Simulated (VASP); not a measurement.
**SnSe: single point with r2SCAN**

SnSe:

```
CELL_PARAMETERS angstrom
0.00000 3.04010 3.01000
3.01000 0.00000 3.01000
3.01000 3.04010 0.00000
ATOMIC_POSITIONS crystal
Sn 0.00000 0.00000 0.00000
Se 0.50000 0.50000 0.50000
```

This cell differs from its parent crystal: strain +0.0100 x Voigt [0, 1, 0, 0, 0, 0].

```
Program             : VASP 6.6.1
Task                : single point
Functional          : r2SCAN
Potentials or basis : VASP PAW PBE potentials, release 64 (Sn_d, Se)
Cutoff              : 520 eV
k mesh              : 10 × 10 × 10
Occupations         : gaussian, width 0.05 eV
Spin                : no spin polarisation
```

The pressure is -0.5 GPa and the band gap on the k mesh is 0.41 eV, direct.

Stress tensor (GPa, compression positive):
```
-0.15  0.00  0.00
 0.00 -1.30  0.00
 0.00  0.00 -0.15
```

Levels at points of the mesh, in eV from the valence-band top:
```csv
k point,band 8,band 9,band 10,band 11,band 12,band 13
"(0.00, 0.00, 0.00)",-2.64,-2.64,-2.55,4.15,4.39,4.39
"(0.50, 0.00, 0.00)",-2.36,-2.34,0.00,0.41,1.11,1.16
"(0.50, 0.50, 0.00)",-5.89,-4.12,-4.01,3.13,5.25,5.51
"(0.50, 0.00, 0.50)",-5.86,-4.04,-4.04,3.16,5.44,5.44
```

Run time: 100 s on 1 thread of Intel(R) Xeon(R) 6975P-C (Granite Rapids), on a shared host, peak memory 0.25 GiB.

Caveat: the cell differs from its parent crystal (strain +0.0100 x Voigt [0, 1, 0, 0, 0, 0]); the PAW data sets were made with another functional, which shifts forces and pressure a little; spin-orbit coupling is left out, which moves the levels of the heavy elements. A k mesh can miss the band edges.
